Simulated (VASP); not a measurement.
A run of VASP 6.6.1 is set up as follows.

INCAR

```
SYSTEM = TiZn3
  PREC = Accurate
  ENCUT = 520
  EDIFF = 1E-8
  ISMEAR = -1
  SIGMA = 0.05
  LREAL = .False.
  LASPH = .True.
  NELM = 80
  ALGO = Normal
  ISIF = 2
  LWAVE = .False.
  LCHARG = .False.
  LEFG = .True.
  NBANDS = 32
```

File KPOINTS:

```
Automatic mesh
0
Gamma
  9 9 9
  0 0 0
```

The input POSCAR:

```
TiZn3
1.0
    3.9190487312      0.0000000000      0.0000000000
    0.0000000000      3.9190487312      0.0000000000
    0.0000000000      0.0000000000      3.9190487312
Ti Zn
1 3
Direct
    0.0000000000      0.0000000000      0.0000000000
    0.0000000000      0.5000000000      0.5000000000
    0.5000000000      0.0000000000      0.5000000000
    0.5000000000      0.5000000000      0.0000000000
```

Potentials or basis: VASP PAW LDA potentials, release 64 (Ti_sv, Zn).

Run with:

```console
$ cat potpaw_LDA.64/Ti_sv/POTCAR potpaw_LDA.64/Zn/POTCAR > POTCAR
$ mpirun -np 1 vasp_std > vasp.out
```

Estimate the pressure.

-8.6 GPa.

Predict the band gap on the k mesh.

zero (bands 24 and 25 overlap by 1.88 eV).

Electric field gradients, principal values (V/Å²):
```tsv
atom	least	middle	greatest (by size)
1 Ti	0.000	0.000	0.000
2 Zn	-20.196	-20.196	40.392
3 Zn	-20.196	-20.196	40.392
4 Zn	-20.196	-20.196	40.392
```

Caveat: the cell stands under tension; without QUAD_EFG the Cq values of the log hold for a quadrupole moment of 1 mb, not for the nuclei.
